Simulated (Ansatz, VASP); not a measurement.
PbO: VASP beside Ansatz

```
CELL_PARAMETERS angstrom
-0.21565 2.54335 2.54335
2.54335 -0.21565 2.54335
2.54335 2.54335 -0.21565
ATOMIC_POSITIONS crystal
Pb 0.00000 0.00000 0.00000
O 0.50000 0.50000 0.50000
```

Change from the starting cell: epitaxial_111 strain +5.8%.

Alike in both runs: task single point; functional PBE; k mesh 8 × 8 × 8; occupations fermi-dirac, width 0.02 eV; no spin polarisation.

```csv
,VASP,Ansatz
version,VASP 6.6.1,Ansatz 0.2.0
potentials or method,"VASP PAW PBE potentials, release 64 (Pb_d, O)","plane waves, PAW"
plane-wave cutoff (eV),520,420
valence electrons in the cell,20,20
```

|  | VASP | Ansatz | Ansatz less VASP |
| --- | --- | --- | --- |
| pressure (GPa) | -2.1 | -2.0 | +0.05 |
| traceless stress, the component that is largest in VASP (GPa) | 2.22 | 2.22 | -0.001 |

Spin-orbit coupling is off throughout.
